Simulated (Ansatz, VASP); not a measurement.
**BaZrO3: VASP beside Ansatz**

```
CELL_PARAMETERS angstrom
4.18150 0.00000 0.00000
0.00000 4.18150 0.00000
0.00000 0.00000 4.18150
ATOMIC_POSITIONS crystal
Ba 0.50000 0.46195 0.46195
Zr 0.00000 0.00000 0.00000
O 0.50000 0.00000 0.00000
O 0.00000 0.50000 0.00000
O 0.00000 0.00000 0.50000
```

Change from the starting cell: all Ba atoms moved +0.225 Å, as atom 1 towards its neighbour atom 3 (O) at 2.957 Å.

Alike in both runs: task single point; functional PBE; k mesh 6 × 6 × 6; occupations gaussian, width 0.05 eV; no spin polarisation.

|  | VASP | Ansatz |
| --- | --- | --- |
| version | VASP 6.6.1 | Ansatz 0.2.0 |
| potentials or method | VASP PAW PBE potentials, release 64 (Ba_sv, Zr_sv, O), cutoff 520 eV | scalar-relativistic, plane waves, PAW |
| valence electrons in the cell | 40 | 40 |

VASP gave:

| Item | Value |
| --- | --- |
| gap on the k mesh at the Fermi level (eV) | 3.16 |
| least direct gap on the mesh (eV) | 3.37 |
| pressure (GPa) | 7.3 |
| traceless stress, the component that is largest in VASP (GPa) | 1.06 |
| rms of the force components (eV/Å) | 0.344 |

Estimate Ansatz's values.

gap on the k mesh at the Fermi level (eV): 3.21; least direct gap on the mesh (eV): 3.39; pressure (GPa): 6.2; traceless stress, the component that is largest in VASP (GPa): 0.98; rms of the force components (eV/Å): 0.321.

Atom by atom the forces differ by 0.034 eV/Å (rms over components). The functional is the same, so the differences come from potentials, cutoffs and numerics.

Spin-orbit coupling is off throughout.
